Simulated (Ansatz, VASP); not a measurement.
**One calculation of Si, two programs**

```
Si
1.0
     0.00000    2.72273    2.72273
     2.72273    0.00000    2.72273
     2.72273    2.72273    0.00000
Si
2
Direct
  0.50000 0.50000 0.50000
  0.75000 0.75000 0.75000
```

Alike in both runs: task single point; functional r2SCAN; k mesh 10 × 10 × 10; no spin polarisation.

```csv
,VASP,Ansatz
version,VASP 6.6.1,Ansatz 0.2.0
potentials or method,"VASP PAW PBE potentials, release 64 (Si), cutoff 520 eV","plane waves (500 eV) with PAW, scalar-relativistic"
occupations,"methfessel-paxton of order 1, width 0.01 eV","cold, width 0.01 eV"
valence electrons in the cell,8,8
```

|  | VASP | Ansatz | Ansatz less VASP |
| --- | --- | --- | --- |
| gap on the k mesh at the Fermi level (eV) | 0.79 | 0.78 | -0.015 |
| pressure (GPa) | -0.3 | -0.1 | +0.24 |

VASP's potentials were made for PBE, not for r2SCAN.
